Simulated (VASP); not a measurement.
# ZrS: single point with r2SCAN

The system is ZrS.

```
Zr S
1.0
     0.00000    2.62500    2.62500
     2.62500    0.00000    2.62500
     2.62500    2.62500    0.00000
Zr S
1 1
Cartesian
  0.0000 0.0000 -0.0625
  2.6250 2.6250 2.6250
```

This cell differs from its parent crystal: all Zr atoms moved +0.062 Å, as atom 1 towards its neighbour atom 2 (S) at 2.625 Å.

```yaml
Program: VASP 6.6.1
Task: single point
Functional: r2SCAN
Potentials_or_basis: VASP PAW PBE potentials, release 64 (Zr_sv, S)
Cutoff: 550 eV
k_mesh: 16 × 16 × 16
Occupations: gaussian, width 0.15 eV
Spin: no spin polarisation
Dipole_correction: no
Further_INCAR_settings: ALGO = Normal; EDIFF = 1e-06; NBANDS = 16
```

The pressure is -1.8 GPa, the largest force is 0.297 eV/Å and the band gap on the k mesh is zero (bands 9 and 10 overlap by 2.86 eV).

Forces in eV/Å, atoms in the order of the input:
```
Zr   0.000  0.000  0.297
S    0.000  0.000 -0.297
```

Stress tensor (GPa, compression positive):
```
-2.07  0.00  0.00
 0.00 -2.07  0.00
 0.00  0.00 -1.21
```

Levels at points of the mesh, in eV from the Fermi level:
```
           k point  band 5  band 6  band 7  band 8  band 9  band 10  band 11  band 12  band 13  band 14
(0.00, 0.00, 0.00)  -16.80   -4.03   -4.02   -4.02   -1.42    -1.39    -1.39    -0.68    -0.62     2.32
(0.50, 0.00, 0.00)  -15.22   -8.50   -6.43   -6.43    1.47     1.49     1.83     2.09     5.59     5.71
(0.50, 0.50, 0.00)  -15.93   -6.76   -4.96   -4.96   -3.53     0.55     2.38     2.38     3.00     3.57
(0.00, 0.50, 0.50)  -15.94   -6.77   -5.02   -4.96   -3.46     0.56     2.39     2.39     3.05     3.54
```

It took 15 min on 1 thread of Intel Xeon 8259CL (shared host), peak memory 0.34 GiB.

Caveat: the cell differs from its parent crystal (all Zr atoms moved +0.062 Å, as atom 1 towards its neighbour atom 2 (S) at 2.625 Å); the PAW data sets were made with another functional, which shifts forces and pressure a little.
